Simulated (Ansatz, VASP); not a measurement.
**Two plane-wave programs on PbS**

```
CELL_PARAMETERS angstrom
2.06270 1.19090 3.72693
-2.06270 1.19090 3.72693
0.00000 -2.38180 3.72693
ATOMIC_POSITIONS crystal
Pb 0.97815 0.97815 0.97815
S 0.47745 0.47745 0.47745
```

Alike in both runs: task single point; functional r2SCAN; k mesh 9 × 9 × 9; occupations gaussian, width 0.05 eV; no spin polarisation.

|  | VASP | Ansatz |
| --- | --- | --- |
| version | VASP 6.6.1 | Ansatz 0.2.0 |
| potentials or method | VASP PAW PBE potentials, release 64 (Pb_d, S), cutoff 520 eV | scalar-relativistic, plane waves, PAW |
| valence electrons in the cell | 20 | 20 |

Ansatz gave:

- pressure (GPa): -1.8
- traceless stress, the component that is largest in VASP (GPa): -3.25
- rms of the force components (eV/Å): 0.005

Question: Estimate VASP's values.

Answer: Pressure (GPa): -1.9; traceless stress, the component that is largest in VASP (GPa): -3.25; rms of the force components (eV/Å): 0.005.

VASP's potentials were made for PBE, not for r2SCAN. Atom by atom the forces differ by 0.000 eV/Å (rms over components). The functional is the same, so the differences come from potentials, cutoffs and numerics.

Neither program's run includes spin-orbit coupling.
